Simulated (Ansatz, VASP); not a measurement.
# Na: VASP beside Ansatz

File INCAR:

```
SYSTEM = Na
  PREC = Accurate
  ENCUT = 520
  EDIFF = 1E-6
  ISMEAR = -1
  SIGMA = 0.1
  LREAL = .False.
  LASPH = .True.
  NELM = 100
  ALGO = Normal
  ISIF = 2
  LWAVE = .False.
  LCHARG = .False.
  GGA = RE
  NBANDS = 10
```

KPOINTS

```
Automatic mesh
0
Gamma
  17 17 17
  0 0 0
```

File POSCAR:

```
Na
1.0
   -2.0829531698      2.0829531698      2.0829531698
    2.0829531698     -2.0829531698      2.0829531698
    2.0829531698      2.0829531698     -2.0829531698
Na
1
Direct
    0.0000000000      0.0000000000      0.0000000000
```

Input for Ansatz:

```yaml
crystal:
  lattice:
    - [-2.0829531698, 2.0829531698, 2.0829531698]
    - [2.0829531698, -2.0829531698, 2.0829531698]
    - [2.0829531698, 2.0829531698, -2.0829531698]
  atoms:
    - { symbol: Na, position: [0.0, 0.0, 0.0] }
hamiltonian:
  xc: revpbe
  pseudopotentials:
    kind: paw
    azcp:
      Na: "pseudopotentials/Na.paw.azcp"
basis:
  ecutwfc: 420
  fft_grid_basis: typed
kpoints:
  mp_grid: { grid: [17, 17, 17], shift: [0, 0, 0] }
magnetization:
  spin_polarized: false
scf:
  occupations: { method: fermi_dirac, width: 0.1 }
output:
  stress: true
```

Alike in both runs: task single point; functional revPBE; k mesh 17 × 17 × 17; occupations fermi-dirac, width 0.1 eV; no spin polarisation.

```csv
,VASP,Ansatz
version,VASP 6.6.1,Ansatz 0.2.0
potentials or method,"VASP PAW PBE potentials, release 64 (Na_pv), cutoff 520 eV","plane waves (420 eV) with PAW, scalar-relativistic"
valence electrons in the cell,7,9
```

|  | VASP | Ansatz | Ansatz less VASP |
| --- | --- | --- | --- |
| pressure (GPa) | 0.7 | 0.7 | -0.01 |

VASP's potentials were made for PBE, not for revPBE. With one functional, cell and mesh, what is left measures potentials, basis and numerics. VASP's potentials hold 7 valence electrons a cell and Ansatz's 9, so a difference there can come from the potentials and not from the codes.
